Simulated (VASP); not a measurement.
Write the native input for VASP 6.6.1 that does the following.

```
Task                               : single point
Functional                         : HSE06
Potentials or basis                : VASP PAW PBE potentials, release 64 (Zr_sv, Se)
Cutoff                             : 400 eV
k mesh                             : 6 × 6 × 2
Occupations                        : gaussian, width 0.01 eV
Spin                               : no spin polarisation
Dipole correction                  : no
Grid for exact exchange (PRECFOCK) : Normal
Further INCAR settings             : ALGO = Normal; EDIFF = 1e-06; NBANDS = 19
Share of exact exchange            : 0.25
Screening parameter                : 0.2079 1/Å
```

The system is ZrSe2.

```
Zr Se
1.0
     3.78939    0.00000    0.00000
    -1.89469    3.28170    0.00000
     0.00000    0.00000    6.18068
Zr Se
1 2
Direct
  0.00000 0.00000 0.00000
  0.33333 0.66667 0.25375
  0.66667 0.33333 0.74625
```

The input as run:

POSCAR

```
ZrSe2
1.0
    3.7893855286      0.0000000000      0.0000000000
   -1.8946927643      3.2817041325      0.0000000000
    0.0000000000      0.0000000000      6.1806783669
Zr Se
1 2
Direct
    0.0000000000      0.0000000000      0.0000000000
    0.3333333333      0.6666666667      0.2537453252
    0.6666666667      0.3333333333      0.7462546748
```

INCAR.step1

```
PREC = Accurate ; ENCUT = 400
EDIFF = 1E-5 ; ISMEAR = 0
SIGMA = 0.01 ; LREAL = F
LASPH = T ; NELM = 120
ALGO = Normal ; ISIF = 2
LWAVE = T ; LCHARG = F
GGA = PE ; NBANDS = 19
GGA_COMPAT = F
```

INCAR.step2

```
PREC = Accurate ; ENCUT = 400
EDIFF = 1E-6 ; ISMEAR = 0
SIGMA = 0.01 ; LREAL = F
LASPH = T ; NELM = 120
ALGO = Normal ; ISIF = 2
LWAVE = F ; LCHARG = F
GGA = PE ; LHFCALC = T
HFSCREEN = 0.2079 ; PRECFOCK = Normal
ISTART = 1 ; NBANDS = 19
GGA_COMPAT = F
```

KPOINTS

```
regular mesh
0
Gamma
  6 6 2
```

Potentials or basis: VASP PAW PBE potentials, release 64 (Zr_sv, Se).

Launch:

```sh
$ cat potpaw_PBE.64/Zr_sv/POTCAR potpaw_PBE.64/Se/POTCAR > POTCAR
$ cp INCAR.step1 INCAR
$ mpirun -np 1 vasp_std > vasp.out
$ cp INCAR.step2 INCAR
$ mpirun -np 1 vasp_std > vasp.out
```

It gave:

* Pressure: 0.2 GPa
* Largest force: 0.162 eV/Å
* Band gap on the k mesh: 0.97 eV (least direct gap 1.80 eV)

Caveat: the k points lie up to 0.51 Å⁻¹ apart; the PAW data sets were made with another functional, which shifts forces and pressure a little; this functional lacks dispersion, which binds the layers, so the pressure and a relaxed spacing across them are unreliable.

It took 20 min on 1 thread of Intel(R) Xeon(R) Platinum 8259CL CPU @ 2.50GHz (Skylake/Cascade Lake), on a shared host, peak memory 0.29 GiB.
